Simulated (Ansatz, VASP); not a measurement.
CdTe: VASP beside Ansatz

```
Te Cd
1.0
     0.00000    3.16168    3.16168
     3.16168    0.00000    3.16168
     3.16168    3.16168    0.00000
Te Cd
1 1
Direct
  0.75000 0.75000 0.75000
  0.00000 0.00000 0.00000
```

Alike in both runs: task single point; functional r2SCAN50; k mesh 4 × 4 × 4; occupations fermi-dirac, width 0.05 eV; no spin polarisation.

|  | VASP | Ansatz |
| --- | --- | --- |
| version | VASP 6.6.1 | Ansatz 0.2.0 |
| potentials or method | VASP PAW PBE potentials, release 64 (Te, Cd) | Ansatz PAW |
| plane-wave cutoff (eV) | 520 | 500 |
| valence electrons in the cell | 18 | 36 |

Ansatz gave:

| Property | Result |
| --- | --- |
| gap on the k mesh at the Fermi level (eV) | 4.26 |
| least direct gap on the mesh (eV) | 4.26 |
| pressure (GPa) | 4.9 |

Problem. What did VASP give for the same quantities?

Solution. gap on the k mesh at the Fermi level (eV): 4.11; least direct gap on the mesh (eV): 4.11; pressure (GPa): 4.4.

VASP's potentials were made for PBE, not for r2SCAN50. VASP's potentials hold 18 valence electrons a cell and Ansatz's 36, so a difference there can come from the potentials and not from the codes.

The k mesh is coarse, so the values compare programs but aren't converged. Neither program's run includes spin-orbit coupling.
